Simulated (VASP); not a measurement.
Runs of VASP 6.6.1 on Ni. The structure is that of space group Fm-3m (No. 225), or close to it. The cells are those of the table. 

```tsv
fixed moment (μB)	cell	pressure (GPa)	moment (μB)
0.75	a = 2.559 Å, angles 60.0°, 1 atom	-27.3	0.75
0.375	a = 2.515 Å, angles 60.0°, 1 atom	-21.8	0.38
1.0	a = 2.559 Å, angles 60.0°, 1 atom	(b)	1.00
0.5	a = 2.559 Å, angles 60.0°, 1 atom	(a)	0.50
0.25	a = 2.559 Å, angles 60.0°, 1 atom	-28.5	0.25
```

Alike in all rows: task single point; level LDA; potentials or basis VASP PAW LDA potentials, release 64 (Ni); spin collinear, ferromagnetic start; k mesh 24 × 24 × 24; cutoff (eV) 520; smearing gaussian 0.15 eV.

Q: Estimate the missing entries.

A: (a) -28.2; (b) -25.2.

Caveats: the cell stands under tension; the total moment is fixed, so each spin has its own Fermi level and the state may be an excited one.
